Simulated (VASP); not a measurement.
# GaAs (F-43m) in VASP: further runs

GaAs is run at these levels: LDA; tasks: single point, relaxation of cell and atoms.

Everything below comes from runs of VASP 6.6.1. Logs are shortened: lines on timing, memory, paths and dates and some standing lists are left out, and cuts for length are marked.

### Step 1. The cell of the first run

It takes space group F-43m (No. 216, cubic). The conventional cell has a = 5.476 Å, b = 5.476 Å, c = 5.476 Å, α = 90.00°, β = 90.00°, γ = 90.00°. Ga (site symmetry -43m) has 4 As at 2.37 Å within 3.1 Å. As (site symmetry -43m) has 4 Ga at 2.37 Å within 3.1 Å.

### Step 2. Single point, LDA

INCAR

```
PREC     = Accurate       # precision mode
ENCUT    = 520            # plane-wave cutoff, eV
EDIFF    = 1E-6           # SCF threshold, eV
ISMEAR   = 0              # smearing method
SIGMA    = 0.01           # smearing width, eV
LREAL    = False          # projectors in reciprocal space
LASPH    = True           # aspherical terms in the spheres
NELM     = 100            # most SCF steps
ALGO     = Normal         # electronic algorithm
ISIF     = 2              # what is computed and relaxed
LWAVE    = False          # write WAVECAR
LCHARG   = False          # write CHGCAR
GGA      = CA             # functional
NBANDS   = 16             # bands
```

KPOINTS

```
Automatic mesh
0
Gamma
  12 12 12
```

POSCAR

```
GaAs
1.0
    0.0000000000      2.7380347980      2.7380347980
    2.7380347980      0.0000000000      2.7380347980
    2.7380347980      2.7380347980      0.0000000000
Ga As
1 1
Direct
    0.0000000000      0.0000000000      0.0000000000
    0.7500000000      0.7500000000      0.7500000000
```

Potentials or basis: VASP PAW LDA potentials, release 64 (Ga_d, As).

Run with:

```sh
cat potpaw_LDA.64/Ga_d/POTCAR potpaw_LDA.64/As/POTCAR > POTCAR
mpirun -np 1 vasp_std > vasp.out
```

OUTCAR:

```text
PREC = Accurate
   ENCUT = 520
   EDIFF = 1E-6
   ISMEAR = 0
   LREAL = False
   LASPH = True
   NELM = 100
   ISIF = 2
   GGA = CA

 ion  position               nearest neighbor table
   1  0.000  0.000  0.000-   2 2.37   2 2.37   2 2.37   2 2.37
   2  0.750  0.750  0.750-   1 2.37   1 2.37   1 2.37   1 2.37

  LATTYP: Found a face centered cubic cell.
 ALAT       =     5.4760695960

  Lattice vectors:

 A1 = (   0.0000000000,   2.7380347980,   2.7380347980)
 A2 = (   2.7380347980,   0.0000000000,   2.7380347980)
 A3 = (   2.7380347980,   2.7380347980,   0.0000000000)

Analysis of symmetry for initial positions (statically):
=====================================================================
 Subroutine PRICEL returns:
 Original cell was already a primitive cell.

 Routine SETGRP: Setting up the symmetry group for a
 face centered cubic supercell.

 Subroutine GETGRP returns: Found 24 space group operations
 (whereof 24 operations were pure point group operations)
 out of a pool of 48 trial point group operations.

The static configuration has the point symmetry T_d .

Analysis of symmetry for dynamics (positions and initial velocities):
=====================================================================
 Subroutine PRICEL returns:
 Original cell was already a primitive cell.

 Routine SETGRP: Setting up the symmetry group for a
 face centered cubic supercell.

 Subroutine GETGRP returns: Found 24 space group operations
 (whereof 24 operations were pure point group operations)
 out of a pool of 48 trial point group operations.

The dynamic configuration has the point symmetry T_d .

 Subroutine INISYM returns: Found 24 space group operations
 (whereof 24 operations are pure point group operations),
 and found     1 'primitive' translations

----------------------------------------------------------------------------------------

                                     Primitive cell

  volume of cell :      41.0532

  direct lattice vectors                    reciprocal lattice vectors
     0.000000000  2.738034798  2.738034798    -0.182612727  0.182612727  0.182612727
     2.738034798  0.000000000  2.738034798     0.182612727 -0.182612727  0.182612727
     2.738034798  2.738034798  0.000000000     0.182612727  0.182612727 -0.182612727

  length of vectors
     3.872165946  3.872165946  3.872165946     0.316294521  0.316294521  0.316294521

  position of ions in fractional coordinates (direct lattice)
     0.000000000  0.000000000  0.000000000
     0.750000000  0.750000000  0.750000000

  ion indices of the primitive-cell ions
   primitive index   ion index
                 1           1
                 2           2

----------------------------------------------------------------------------------------

 KPOINTS: Automatic mesh

Automatic generation of k-mesh.
 Grid dimensions read from file:
 generate k-points for:   12   12   12

 Generating k-lattice:

  Cartesian coordinates                     Fractional coordinates (reciprocal lattice)
    -0.015217727  0.015217727  0.015217727     0.083333333  0.000000000  0.000000000
     0.015217727 -0.015217727  0.015217727     0.000000000  0.083333333  0.000000000
     0.015217727  0.015217727 -0.015217727     0.000000000  0.000000000  0.083333333

  Length of vectors
     0.026357877  0.026357877  0.026357877

  Shift w.r.t. Gamma in fractional coordinates (k-lattice)
     0.000000000  0.000000000  0.000000000

 Subroutine IBZKPT returns following result:
 ===========================================

 Found     72 irreducible k-points:

 Following reciprocal coordinates:
            Coordinates               Weight
  0.000000  0.000000  0.000000      1.000000
  0.083333  0.000000  0.000000      8.000000
  0.166667  0.000000  0.000000      8.000000
  0.250000  0.000000  0.000000      8.000000
  0.333333  0.000000  0.000000      8.000000
  0.416667  0.000000  0.000000      8.000000
[... 16 lines left out ...]
  0.500000  0.166667  0.000000     24.000000
 -0.416667  0.166667  0.000000     24.000000
 [... further k-points ...]
   k-points           NKPTS =     72   k-points in BZ     NKDIM =     72   number of bands    NBANDS=     16
   number of dos      NEDOS =    301   number of ions     NIONS =      2
   total plane-waves  NPLWV =  27000
   dimension x,y,z NGX =    30 NGY =   30 NGZ =   30
   dimension x,y,z NGXF=    60 NGYF=   60 NGZF=   60
   ions per type =               1   1
   NGX,Y,Z   is equivalent  to a cutoff of  12.88, 12.88, 12.88 a.u.
   NGXF,Y,Z  is equivalent  to a cutoff of  25.76, 25.76, 25.76 a.u.
 SYSTEM =  unknown system
   PREC   = accura    normal or accurate (medium, high low for compatibility)
   ISTART =      0    job   : 0-new  1-cont  2-samecut
   ICHARG =      2    charge: 1-file 2-atom 10-const
   ISPIN  =      1    spin polarized calculation?
   LNONCOLLINEAR =      F non collinear calculations
   LSORBIT =      F    spin-orbit coupling
   LASPH  =      T    aspherical Exc in radial PAW
   ENCUT  =  520.0 eV  38.22 Ry    6.18 a.u.   7.20  7.20  7.20*2*pi/ulx,y,z
   NELM   =    100;   NELMIN=  2; NELMDL= -5     # of ELM steps
   EDIFF  = 0.1E-05   stopping-criterion for ELM
   LREAL  =      F    real-space projection
   EDIFFG = 0.1E-04   stopping-criterion for IOM
   NSW    =      0    number of steps for IOM
   IBRION =     -1    ionic relax: 0-MD 1-quasi-New 2-CG
   NFREE  =      0    steps in history (QN), initial steepest desc. (CG)
   ISIF   =      2    stress and relaxation
   ISYM   =      2    0-nonsym 1-usesym 2-fastsym
   POTIM  = 0.5000    time-step for ionic-motion
   TEBEG  =    0.0;   TEEND  =   0.0 temperature during run
   PSTRESS=    0.0 pullay stress
   NELECT =      18.0000    total number of electrons
   NUPDOWN=      -1.0000    fix difference up-down
   EMIN   =  10.00;   EMAX   =-10.00  energy-range for DOS
   EFERMI =   0.00;   METHOD = LEGACY
   ISMEAR =     0;   SIGMA  =   0.01  broadening in eV -4-tet -1-fermi 0-gaus
   EFERMI_NEDOS =   21; number of points for ismear=-14 and -15
   IALGO  =     38    algorithm
   IMIX   =      4    mixing-type and parameters
     AMIX     =   0.40;   BMIX     =  1.00
     AMIX_MAG =   1.60;   BMIX_MAG =  1.00
  volume/ion in A,a.u.               =      20.53       138.52
  Fermi-wavevector in a.u.,A,eV,Ry     =   1.243703  2.350258 21.045455  1.546797
  Thomas-Fermi vector in A             =   2.378002
   LORBIT       =      0    0 simple, 1 ext, 2 COOP (PROOUT), +10 PAW based schemes
   GGA     = CA    functional components
   LHFCALC =     F    Hartree Fock is set to
   AEXX    =    0.0000 exact exchange contribution
   IVDW    =     0    specifies the selected vdW correction
   LEPSILON=     F    determine dielectric tensor
   LRPA    =     F    only Hartree local field effects (RPA)
 non-spin polarized calculation
 Gauss-broadening in eV      SIGMA  =   0.01
  energy-cutoff  :      520.00
  volume of cell :       41.05
 maximum number of plane-waves:      1125
 NGX is ok and might be reduce to    30
   NGX = 15   NGY = 15   NGZ = 15

 number of electron      17.9999993 magnetization

 Free energy of the ion-electron system (eV)
  ---------------------------------------------------
  ext. energy  EPLUGINS =         0.00000000
  ---------------------------------------------------
  free energy    TOTEN  =        -9.58361022 eV

  energy without entropy =       -9.58361022  energy(sigma->0) =       -9.58361022

 E-fermi :   4.8752     XC(G=0): -10.3417

 val. band max:        4.7648859557   @ k =   0.0000   0.0000   0.0000
 cond. band min:       5.8393385875   @ k =   0.0000   0.0000   0.0000
 fundamental gap:      1.0744526318
 Fermi energy:         4.8751700123

 k-point     1 :       0.0000    0.0000    0.0000
  band No.  band energies     occupation
      1     -10.3694      2.00000
      2     -10.3694      2.00000
      3     -10.3694      2.00000
      4     -10.2650      2.00000
      5     -10.2650      2.00000
      6      -8.7309      2.00000
[... 8 lines left out ...]
     15      15.1807      0.00000
     16      15.1807      0.00000

 k-point     2 :       0.0833    0.0000    0.0000
  band No.  band energies     occupation
      1     -10.3793      2.00000
      2     -10.3672      2.00000
      3     -10.3672      2.00000
      4     -10.2651      2.00000
      5     -10.2651      2.00000
      6      -8.6364      2.00000
[... 8 lines left out ...]
     15      14.5308      0.00000
     16      14.5308      0.00000

 k-point     3 :       0.1667    0.0000    0.0000
  band No.  band energies     occupation
      1     -10.4040      2.00000
      2     -10.3613      2.00000
      3     -10.3613      2.00000
      4     -10.2653      2.00000
      5     -10.2653      2.00000
      6      -8.3620      2.00000
[... 8 lines left out ...]
     15      13.9202      0.00000
     16      13.9202      0.00000

 k-point     4 :       0.2500    0.0000    0.0000
  band No.  band energies     occupation
      1     -10.4334      2.00000
      2     -10.3542      2.00000
      3     -10.3542      2.00000
      4     -10.2647      2.00000
      5     -10.2647      2.00000
      6      -7.9333      2.00000
[... 8 lines left out ...]
     15      13.9173      0.00000
     16      13.9173      0.00000
[... 324 lines left out ...]
 k-point    22 :       0.4167    0.1667    0.0000
  band No.  band energies     occupation
      1     -10.4781      2.00000
      2     -10.3391      2.00000
      3     -10.3337      2.00000
      4     -10.2750      2.00000
      5     -10.2568      2.00000
      6      -6.9433      2.00000
[... 8 lines left out ...]
     15      16.1429      0.00000
     16      16.9603      0.00000

 k-point    23 :       0.5000    0.1667    0.0000
  band No.  band energies     occupation
      1     -10.4870      2.00000
      2     -10.3382      2.00000
      3     -10.3322      2.00000
      4     -10.2708      2.00000
      5     -10.2580      2.00000
      6      -6.5083      2.00000
[... 8 lines left out ...]
     15      16.7808      0.00000
     16      17.0831      0.00000

 k-point    24 :      -0.4167    0.1667    0.0000
  band No.  band energies     occupation
      1     -10.4871      2.00000
      2     -10.3385      2.00000
      3     -10.3333      2.00000
      4     -10.2666      2.00000
      5     -10.2615      2.00000
      6      -6.4348      2.00000
[... 8 lines left out ...]
     15      15.4280      0.00000
     16      16.1771      0.00000

 [... further k-points ...]
[... 5 lines left out ...]
  --------------------------------------------------------------------------------------
  -------------------------------------------------------------------------------------
  Total        1.6507781      1.6507781      1.6507781     -0.0000000      0.0000000      0.0000000
  in kB       64.4246997     64.4246997     64.4246997     -0.0000000      0.0000000      0.0000000
  external PRESSURE =      64.4246997 kB  Pullay stress =       0.0000000 kB

 VOLUME and BASIS-vectors are now :
 -----------------------------------------------------------------------------
  energy-cutoff  :      520.00
  volume of cell :       41.05
      direct lattice vectors                 reciprocal lattice vectors
     0.000000000  2.738034798  2.738034798    -0.182612727  0.182612727  0.182612727
     2.738034798  0.000000000  2.738034798     0.182612727 -0.182612727  0.182612727
     2.738034798  2.738034798  0.000000000     0.182612727  0.182612727 -0.182612727

 POSITION                                       TOTAL-FORCE (eV/Angst)
 -----------------------------------------------------------------------------------
      0.00000      0.00000      0.00000         0.000000      0.000000      0.000000
      4.10705      4.10705      4.10705        -0.000000     -0.000000     -0.000000
 -----------------------------------------------------------------------------------
    total drift:                                0.000000      0.000000      0.000000

  FREE ENERGIE OF THE ION-ELECTRON SYSTEM (eV)
  ---------------------------------------------------
  free  energy   TOTEN  =        -9.5836102232 eV

  energy  without entropy=       -9.5836102232  energy(sigma->0) =       -9.58361022
```

Run time: 20 s. Hardware: 1 thread of Intel Xeon 6975P-C (Granite Rapids), shared host; peak memory 0.18 GiB.

Results:

```
Free energy            : -9.5836 eV
Pressure               : 6.4 GPa
Band gap on the k mesh : 1.07 eV
```

Caveat: the cell stands under pressure. A k mesh can miss the band edges.

### Step 3. Relaxation of cell and atoms, LDA, target pressure 6 GPa, at which the enthalpy is minimised

This run uses another cell than the first one, of 21.99 Å³/atom.

INCAR

```
SYSTEM = GaAs
PREC = Accurate ; ENCUT = 600
EDIFF = 1E-6 ; ISMEAR = 0
SIGMA = 0.01 ; LREAL = .False.
LASPH = .True. ; NELM = 100
ALGO = Normal ; ISIF = 3
LWAVE = .False. ; LCHARG = .False.
IBRION = 2 ; NSW = 80
EDIFFG = -0.001 ; PSTRESS = 60.0
```

KPOINTS

```
regular mesh
0
Gamma
  12 12 12
  0 0 0
```

POSCAR

```
GaAs
1.0
    0.0000000000      2.8015748661      2.8015748661
    2.8015748661      0.0000000000      2.8015748661
    2.8015748661      2.8015748661      0.0000000000
Ga As
1 1
Direct
    0.0000000000      0.0000000000      0.0000000000
    0.7500000000      0.7500000000      0.7500000000
```

Potentials or basis: VASP PAW LDA potentials, release 64 (Ga_d, As).

Run with:

```sh
cat potpaw_LDA.64/Ga_d/POTCAR potpaw_LDA.64/As/POTCAR > POTCAR
mpirun -np 1 vasp_std > vasp.out
```

It took 60 s on 1 thread of Intel Xeon 6975P-C (Granite Rapids), shared host; peak memory 0.2 GiB.

The run converged. Its results:

```
Free energy                                                : -9.5907 eV
Relaxed volume                                             : 20.61 Å³/atom
Relaxed cell                                               : a = 3.878 Å, b = 3.878 Å, c = 3.878 Å, α = 60.00°, β = 60.00°, γ = 60.00°
Space group after relaxing (to 0.1 Å)                      : F-43m (No. 216)
Energy change on relaxing (the run minimises the enthalpy) : +25.6 meV/atom
Ionic steps                                                : 8
Pressure after relaxing                                    : 6.0 GPa
Band gap on the k mesh                                     : 1.04 eV
```

The path:
| step | energy change (eV) | largest force (eV/Å) | pressure (GPa) | volume (Å³) |
| --- | --- | --- | --- | --- |
| 1 | 0.0000 | 0.0000 | 0.30 | 43.98 |
| 2 | 0.1622 | 0.0000 | 11.71 | 39.19 |
| 3 | 0.0508 | 0.0000 | 5.94 | 41.24 |
| 4 | 0.0529 | 0.0000 | 6.14 | 41.18 |
| 5 | 0.0492 | 0.0000 | 5.83 | 41.28 |
| 6 | 0.0515 | 0.0000 | 6.06 | 41.22 |
| 7 | 0.0509 | 0.0000 | 5.92 | 41.23 |
| 8 | 0.0512 | 0.0000 | 6.01 | 41.23 |

Final structure:
```yaml
crystal:
  lattice:
    - [0.00000, 2.74186, 2.74186]
    - [2.74186, 0.00000, 2.74186]
    - [2.74186, 2.74186, 0.00000]
  atoms:
    - { symbol: Ga, position: [0.00000, 0.00000, 0.00000] }
    - { symbol: As, position: [0.75000, 0.75000, 0.75000] }
```

Levels at points of the mesh, in eV from the valence-band top:
| k point | band 6 | band 7 | band 8 | band 9 | band 10 | band 11 | band 12 | band 13 |
| --- | --- | --- | --- | --- | --- | --- | --- | --- |
| (0.00, 0.00, 0.00) | -13.46 | 0.00 | 0.00 | 0.00 | 1.04 | 3.69 | 3.69 | 3.69 |
| (0.50, 0.00, 0.00) | -11.40 | -7.22 | -1.29 | -1.29 | 1.13 | 4.60 | 4.60 | 7.64 |
| (0.50, 0.50, 0.00) | -10.53 | -7.32 | -3.03 | -3.03 | 1.16 | 1.49 | 10.79 | 10.79 |

Caveat: the cell is relaxed towards a set pressure, so the run minimises the enthalpy, not the energy. A k mesh can miss the band edges.
